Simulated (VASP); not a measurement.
Here is a VASP 6.6.1 calculation.

File POSCAR:

```
PbSe
1.0
    0.0000000000      2.9651541308      2.9651541308
    2.9651541308      0.0000000000      2.9651541308
    2.9651541308      2.9651541308      0.0000000000
Pb Se
1 1
Direct
    0.0000000000      0.0000000000      0.0000000000
    0.5000000000      0.5000000000      0.5000000000
```

INCAR.step1

```
  PREC = Accurate
  ENCUT = 520
  ISMEAR = -1
  SIGMA = 0.02
  LREAL = False
  LASPH = True
  NELM = 150
  MAGMOM = 0 0 0 0 0 0
  LSORBIT = True
  GGA_COMPAT = False
  NBANDS = 32
  GGA = PE
  ALGO = Normal
  EDIFF = 1E-4
  LWAVE = True
  LCHARG = False
```

Contents of INCAR.step2:

```
  PREC = Accurate
  ENCUT = 520
  EDIFF = 1E-7
  ISMEAR = -1
  SIGMA = 0.02
  LREAL = False
  LASPH = True
  NELM = 150
  ALGO = Normal
  ISIF = 2
  LWAVE = False
  LCHARG = False
  MAGMOM = 0 0 0 0 0 0
  LORBIT = 11
  LSORBIT = True
  GGA_COMPAT = False
  LORBMOM = True
  METAGGA = R2SCAN
  LMIXTAU = True
  NBANDS = 32
  ISTART = 1
```

KPOINTS

```
regular mesh
0
Gamma
  8 8 8
```

Potentials or basis: VASP PAW PBE potentials, release 64 (Pb_d, Se).

Command:

```bash
$ cat potpaw_PBE.64/Pb_d/POTCAR potpaw_PBE.64/Se/POTCAR > POTCAR
$ cp INCAR.step1 INCAR
$ mpirun -np 1 vasp_ncl > vasp.out
$ cp INCAR.step2 INCAR
$ mpirun -np 1 vasp_ncl > vasp.out
```

**Question.** What does it give for the net moment?

**Answer.** 0.00 μB per cell.

**Question.** Predict the pressure.

**Answer.** 7.7 GPa.

Moments on the atoms (μB; x, y, z):
```
Pb  0.00 0.00 0.00
Se  0.00 0.00 0.00
```

Caveat: the cell differs from its parent crystal (strain -4.0%); the cell stands under pressure; the PAW data sets were made with another functional, which shifts forces and pressure a little.
